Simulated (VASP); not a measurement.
# CoO (R-3m) in VASP: notebook

CoO is run at these levels: LDA, PBE; tasks: single point.

All numbers are computed with VASP 6.6.1; they aren't measurements. Logs are shortened: lines on timing, memory, paths and dates and some standing lists are left out, and cuts for length are marked.

## 1. The cell of the first run

It takes space group R-3m (No. 166, trigonal). Conventional cell: a = 2.970 Å, b = 2.970 Å, c = 7.221 Å, α = 90.00°, β = 90.00°, γ = 120.00°. Co (site symmetry -3m) has 6 O at 2.10 Å within 2.8 Å. Within 2.8 Å of O (site symmetry -3m) lie 6 Co at 2.10 Å.

## 2. Single point, LDA, collinear spin, ferromagnetic start

The input, INCAR:

```
SYSTEM = CoO
ALGO = Normal
EDIFF = 1E-6
ENCUT = 520
GGA = CA
ISIF = 2
ISMEAR = -1
ISPIN = 2
LASPH = .True.
LCHARG = .False.
LMAXMIX = 4
LORBIT = 11
LREAL = .False.
LWAVE = .False.
MAGMOM = 2 0
NBANDS = 18
NELM = 150
PREC = Accurate
SIGMA = 0.05
```

The input, KPOINTS:

```
k-points
0
Gamma
  11 11 11
  0 0 0
```

The input, POSCAR:

```
CoO
1.0
    1.4851228673      0.8574360872      2.4069508786
   -1.4851228673      0.8574360872      2.4069508786
    0.0000000000     -1.7148721745      2.4069508786
Co O
1 1
Direct
    0.0000000000      0.0000000000      0.0000000000
    0.5000000000      0.5000000000      0.5000000000
```

Potentials or basis: VASP PAW LDA potentials, release 64 (Co, O).

Launch:

```
$ cat potpaw_LDA.64/Co/POTCAR potpaw_LDA.64/O/POTCAR > POTCAR
$ mpirun -np 1 vasp_std > vasp.out
```

OUTCAR:

```text
SYSTEM = CoO
   EDIFF = 1E-6
   ENCUT = 520
   GGA = CA
   ISIF = 2
   ISMEAR = -1
   ISPIN = 2
   LASPH = .True.
   LORBIT = 11
   LREAL = .False.
   NELM = 150
   PREC = Accurate

 ion  position               nearest neighbor table
   1  0.000  0.000  0.000-   2 2.10   2 2.10   2 2.10   2 2.10   2 2.10   2 2.10
   2  0.500  0.500  0.500-   1 2.10   1 2.10   1 2.10   1 2.10   1 2.10   1 2.10

  LATTYP: Found a trigonal (rhomboedric) cell.
 ALAT       =     2.9553678462
 COS(alpha) =     0.4949531367

  Lattice vectors:

 A1 = (   1.4851228673,   0.8574360872,   2.4069508786)
 A2 = (  -1.4851228673,   0.8574360872,   2.4069508786)
 A3 = (   0.0000000000,  -1.7148721745,   2.4069508786)

Analysis of symmetry for initial positions (statically):
=====================================================================
 Subroutine PRICEL returns:
 Original cell was already a primitive cell.

 Routine SETGRP: Setting up the symmetry group for a
 trigonal (rhombohedral) supercell.

 Subroutine GETGRP returns: Found 12 space group operations
 (whereof 12 operations were pure point group operations)
 out of a pool of 12 trial point group operations.

The static configuration has the point symmetry D_3d.

Analysis of symmetry for dynamics (positions and initial velocities):
=====================================================================
 Subroutine PRICEL returns:
 Original cell was already a primitive cell.

 Routine SETGRP: Setting up the symmetry group for a
 trigonal (rhombohedral) supercell.

 Subroutine GETGRP returns: Found 12 space group operations
 (whereof 12 operations were pure point group operations)
 out of a pool of 12 trial point group operations.

The dynamic configuration has the point symmetry D_3d.

Analysis of structural, dynamic, and magnetic symmetry:
=====================================================================
 Subroutine PRICEL returns:
 Original cell was already a primitive cell.

 Routine SETGRP: Setting up the symmetry group for a
 trigonal (rhombohedral) supercell.

 Subroutine GETGRP returns: Found 12 space group operations
 (whereof 12 operations were pure point group operations)
 out of a pool of 12 trial point group operations.

The overall configuration has the point symmetry D_3d.

 Subroutine INISYM returns: Found 12 space group operations
 (whereof 12 operations are pure point group operations),
 and found     1 'primitive' translations

----------------------------------------------------------------------------------------

                                     Primitive cell
[... 108 lines left out ...]
   IALGO  =     38    algorithm
   IMIX   =      4    mixing-type and parameters
     AMIX     =   0.40;   BMIX     =  1.00
     AMIX_MAG =   1.60;   BMIX_MAG =  1.00
  volume/ion in A,a.u.               =       9.20        62.05
  Fermi-wavevector in a.u.,A,eV,Ry     =   1.529599  2.890524 31.833203  2.339674
  Thomas-Fermi vector in A             =   2.637198
   LORBIT       =     11    0 simple, 1 ext, 2 COOP (PROOUT), +10 PAW based schemes
   GGA     = CA    functional components
   LHFCALC =     F    Hartree Fock is set to
   AEXX    =    0.0000 exact exchange contribution
   IVDW    =     0    specifies the selected vdW correction
   LEPSILON=     F    determine dielectric tensor
   LRPA    =     F    only Hartree local field effects (RPA)
 spin polarized calculation
  energy-cutoff  :      520.00
  volume of cell :       18.39
 maximum number of plane-waves:       531
 NGX is ok and might be reduce to    24
   NGX = 11   NGY = 11   NGZ = 11

 number of electron      14.9999997 magnetization       2.3770773

 Free energy of the ion-electron system (eV)
  ---------------------------------------------------
  ext. energy  EPLUGINS =         0.00000000
  ---------------------------------------------------
  free energy    TOTEN  =       -14.76600823 eV

  energy without entropy =      -14.73133573  energy(sigma->0) =      -14.74867198

 E-fermi :   8.3569     XC(G=0): -13.1732

 val. band max:        8.3551194100   @ k =  -0.4545  -0.4545   0.3636
 cond. band min:       8.3579468309   @ k =   0.3636   0.3636   0.1818
 fundamental gap:      0.0028274208
 Fermi energy:         8.3568984871

 spin component 1

 k-point     1 :       0.0000    0.0000    0.0000
  band No.  band energies     occupation
      1     -12.2178      1.00000
      2       4.7818      1.00000
      3       4.7818      1.00000
      4       4.8320      1.00000
      5       5.4916      1.00000
      6       5.4916      1.00000
[... 493 lines left out ...]
     17      36.6679      0.00000
     18      38.4580      0.00000

 [... further k-points ...]

 spin component 2

 k-point     1 :       0.0000    0.0000    0.0000
  band No.  band energies     occupation
      1     -11.8445      1.00000
      2       5.1958      1.00000
      3       5.1958      1.00000
      4       5.2496      1.00000
      5       7.1140      1.00000
      6       7.1140      1.00000
[... 493 lines left out ...]
     17      37.1559      0.00000
     18      38.9740      0.00000

 [... further k-points ...]
[... 5 lines left out ...]
  --------------------------------------------------------------------------------------
  -------------------------------------------------------------------------------------
  Total       -1.8201503     -1.8201503     -1.8530529      0.0000000      0.0000000      0.0000000
  in kB     -158.5751839   -158.5751839   -161.4417230      0.0000000      0.0000000      0.0000000
  external PRESSURE =    -159.5306969 kB  Pullay stress =       0.0000000 kB

 VOLUME and BASIS-vectors are now :
 -----------------------------------------------------------------------------
  energy-cutoff  :      520.00
  volume of cell :       18.39
      direct lattice vectors                 reciprocal lattice vectors
     1.485122867  0.857436087  2.406950879     0.336672481  0.194377947  0.138487801
    -1.485122867  0.857436087  2.406950879    -0.336672481  0.194377947  0.138487801
     0.000000000 -1.714872174  2.406950879     0.000000000 -0.388755895  0.138487801

 POSITION                                       TOTAL-FORCE (eV/Angst)
 -----------------------------------------------------------------------------------
      0.00000      0.00000      0.00000         0.000000     -0.000000     -0.000000
      0.00000     -0.00000      3.61043        -0.000000      0.000000      0.000000
 -----------------------------------------------------------------------------------
    total drift:                               -0.000000      0.000000     -0.000000

  FREE ENERGIE OF THE ION-ELECTRON SYSTEM (eV)
  ---------------------------------------------------
  free  energy   TOTEN  =       -14.7660082273 eV

  energy  without entropy=      -14.7313357273  energy(sigma->0) =      -14.74867198

 total charge

# of ion       s       p       d       tot
------------------------------------------
    1        0.308   0.388   7.250   7.946
    2        1.548   3.391   0.000   4.939
--------------------------------------------------
tot          1.856   3.778   7.250  12.884

 magnetization (x)

# of ion       s       p       d       tot
------------------------------------------
    1        0.019   0.017   2.080   2.116
    2        0.028   0.186   0.000   0.214
--------------------------------------------------
tot          0.047   0.203   2.080   2.330
```

stdout:

```text
POSCAR found type information on POSCAR CoO
 POSCAR found :  2 types and       2 ions
 scaLAPACK will be used
 LDA part: xc-table for (Slater(with rela. corr.)+CA(PZ))
 , standard interpolation
 POSCAR, INCAR and KPOINTS ok, starting setup
 FFT: planning ... GRIDC
 FFT: planning ... GRID_SOFT
 FFT: planning ... GRID
 WAVECAR not read
 entering main loop
```

Run time: 34 s. Hardware: 1 thread of Intel Xeon 6975P-C (Granite Rapids), shared host; peak memory 0.19 GiB.

Results:

| Property | Result |
| --- | --- |
| Free energy | -14.7660 eV |
| Pressure | -16.0 GPa |
| Net moment | 2.38 μB per cell |
| Site moments | Co +2.12; O +0.21 μB |
| Valence electrons inside the program's atomic spheres | Co 7.95; O 4.94 |

Caveat: a cell with one magnetic atom can't hold antiferromagnetic order, which such compounds often take; semilocal functionals often make such compounds metallic where correlation or magnetic order opens a gap, which also shifts bond lengths. With open d or f shells a metallic result of LDA can be an artefact of self-interaction; +U or a hybrid may open a gap.

## 3. Single point, LDA, collinear spin, ferromagnetic start

This run uses another cell than the first one, of 9.39 Å³/atom, 1.021 times its volume.

The input, INCAR:

```
PREC     = Accurate       # precision mode
ENCUT    = 520            # plane-wave cutoff, eV
EDIFF    = 1E-7           # SCF threshold, eV
ISMEAR   = -1             # smearing method
SIGMA    = 0.05           # smearing width, eV
LREAL    = F              # projectors in reciprocal space
LASPH    = T              # aspherical terms in the spheres
NELM     = 150            # most SCF steps
ALGO     = Normal         # electronic algorithm
ISIF     = 2              # what is computed and relaxed
LWAVE    = F              # write WAVECAR
LCHARG   = F              # write CHGCAR
ISPIN    = 2              # spin polarisation
MAGMOM   = 2 0            # initial moments
LORBIT   = 11             # projections on sites
LMAXMIX  = 4              # l up to which the mixer works
NBANDS   = 18             # bands
```

The input, KPOINTS:

```
Automatic mesh
0
Gamma
  11 11 11
```

The input, POSCAR:

```
CoO
1.0
    1.4953654176      0.8633496264      2.4235510644
   -1.4953654176      0.8633496264      2.4235510644
    0.0000000000     -1.7266992528      2.4235510644
Co O
1 1
Direct
    0.0000000000      0.0000000000      0.0000000000
    0.5000000000      0.5000000000      0.5000000000
```

Potentials or basis: VASP PAW LDA potentials, release 64 (Co, O).

Launch:

```
$ cat potpaw_LDA.64/Co/POTCAR potpaw_LDA.64/O/POTCAR > POTCAR
$ mpirun -np 1 vasp_std > vasp.out
```

Wall time 44 s (1 thread of Intel Xeon 6975P-C (Granite Rapids), shared host); peak memory 0.19 GiB.

Results (log left out):

| Quantity | Value |
| --- | --- |
| Free energy | -14.7255 eV |
| Pressure | -18.0 GPa |
| Net moment | 2.53 μB per cell |
| Site moments | Co +2.23; O +0.24 μB |
| Valence electrons inside the program's atomic spheres | Co 7.90; O 4.93 |

Stress tensor (GPa, compression positive):
```
-17.93   0.00   0.00
  0.00 -17.93   0.00
  0.00   0.00 -18.19
```

Levels at points of the mesh, in eV from the Fermi level:
Spin up:
```
           k point  band 7  band 8  band 9  band 10  band 11  band 12
(0.00, 0.00, 0.00)   -2.87   -2.85   -2.85     1.11    16.71    18.13
```
Spin down:
```csv
k point,band 2,band 3,band 4,band 5,band 6,band 7,band 8,band 9,band 10,band 11
"(0.00, 0.00, 0.00)",-3.00,-3.00,-2.95,-1.18,-1.18,-1.15,-0.53,-0.53,1.58,16.80
```

Caveat: a cell with one magnetic atom can't hold antiferromagnetic order, which such compounds often take; semilocal functionals often make such compounds metallic where correlation or magnetic order opens a gap, which also shifts bond lengths. With open d or f shells a metallic result of LDA can be an artefact of self-interaction; +U or a hybrid may open a gap.

## 4. Single point, LDA, collinear spin, ferromagnetic start

This run uses another cell than the first one, of 9.58 Å³/atom, 1.042 times its volume.

The input, INCAR:

```
PREC     = Accurate       # precision mode
ENCUT    = 520            # plane-wave cutoff, eV
EDIFF    = 1E-7           # SCF threshold, eV
ISMEAR   = -1             # smearing method
SIGMA    = 0.05           # smearing width, eV
LREAL    = False          # projectors in reciprocal space
LASPH    = True           # aspherical terms in the spheres
NELM     = 150            # most SCF steps
ALGO     = Normal         # electronic algorithm
ISIF     = 2              # what is computed and relaxed
LWAVE    = False          # write WAVECAR
LCHARG   = True           # write CHGCAR
ISPIN    = 2              # spin polarisation
MAGMOM   = 2 0            # initial moments
LORBIT   = 11             # projections on sites
LMAXMIX  = 4              # l up to which the mixer works
GGA      = CA             # functional
LELF     = True           # ELF
LVHAR    = True         
NBANDS   = 18             # bands
```

The input, KPOINTS:

```
regular mesh
0
Gamma
  11 11 11
```

The input, POSCAR:

```
CoO
1.0
    1.5054695445      0.8691832468      2.4399269062
   -1.5054695445      0.8691832468      2.4399269062
    0.0000000000     -1.7383664936      2.4399269062
Co O
1 1
Direct
    0.0000000000      0.0000000000      0.0000000000
    0.5000000000      0.5000000000      0.5000000000
```

Launch:

```
$ cat potpaw_LDA.64/Co/POTCAR potpaw_LDA.64/O/POTCAR > POTCAR
$ mpirun -np 1 vasp_std > vasp.out
```

Run time: 38 s. Hardware: 1 thread of Intel Xeon 6975P-C (Granite Rapids), shared host; peak memory 0.19 GiB.

The run converged. Its results:

| Item | Value |
| --- | --- |
| Free energy | -14.6814 eV |
| Pressure | -19.4 GPa |
| Net moment | 2.71 μB per cell |
| Site moments | Co +2.37; O +0.28 μB |
| Valence electrons inside the program's atomic spheres | Co 7.86; O 4.93 |

Stress tensor (GPa, compression positive):
```
-19.36   0.00   0.00
  0.00 -19.36   0.00
  0.00   0.00 -19.54
```

Levels at points of the mesh, in eV from the Fermi level:
Spin up:
```
           k point  band 5  band 6  band 7  band 8  band 9  band 10  band 11  band 12  band 13  band 14
(0.00, 0.00, 0.00)   -2.96   -2.96   -2.93   -2.93   -2.93     1.00    16.65    17.96    17.96    18.16
```
Spin down:
| k point | band 3 | band 4 | band 5 | band 6 | band 7 | band 8 | band 9 | band 10 |
| --- | --- | --- | --- | --- | --- | --- | --- | --- |
| (0.00, 0.00, 0.00) | -2.82 | -2.76 | -1.13 | -1.13 | -1.09 | -0.46 | -0.46 | 1.51 |

Caveat: a cell with one magnetic atom can't hold antiferromagnetic order, which such compounds often take; semilocal functionals often make such compounds metallic where correlation or magnetic order opens a gap, which also shifts bond lengths. With open d or f shells a metallic result of LDA can be an artefact of self-interaction; +U or a hybrid may open a gap.

(Continued in part 2 of 2.)
